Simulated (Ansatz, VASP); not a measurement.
## One calculation of As, two programs

```
CELL_PARAMETERS angstrom
3.49599 2.01841 5.96206
-3.49599 2.01841 5.96206
0.00000 -4.03682 5.96206
ATOMIC_POSITIONS crystal
As 0.01019 0.65361 0.01019
As 0.01019 0.01019 0.65361
As 0.65361 0.01019 0.01019
As 0.98981 0.34639 0.98981
As 0.34639 0.98981 0.98981
As 0.98981 0.98981 0.34639
As 0.22118 0.63060 0.22118
As 0.22118 0.22118 0.63060
As 0.63060 0.22118 0.22118
As 0.77882 0.36940 0.77882
As 0.36940 0.77882 0.77882
As 0.77882 0.77882 0.36940
```

Alike in both runs: task single point; functional PBE; k mesh 3 × 3 × 3; occupations gaussian, width 0.1 eV; no spin polarisation.

|  | VASP | Ansatz |
| --- | --- | --- |
| version | VASP 6.6.1 | Ansatz 0.2.0 |
| potentials or method | VASP PAW PBE potentials, release 64 (As), cutoff 520 eV | scalar-relativistic, plane waves, PAW |
| valence electrons in the cell | 60 | 180 |

```tsv
	VASP	Ansatz	Ansatz less VASP
gap on the k mesh at the Fermi level (eV)	none	none	-
pressure (GPa)	23.8	23.2	-0.61
traceless stress, the component that is largest in VASP (GPa)	2.59	2.55	-0.034
rms of the force components (eV/Å)	1.100	1.064	-0.0357
```

Atom by atom the forces differ by 0.036 eV/Å (rms over components). A gap of «none» marks a metal or a gap that the smearing closes. VASP's potentials hold 60 valence electrons a cell and Ansatz's 180, so a difference there can come from the potentials and not from the codes.

The k mesh is coarse, so the values compare programs but aren't converged.
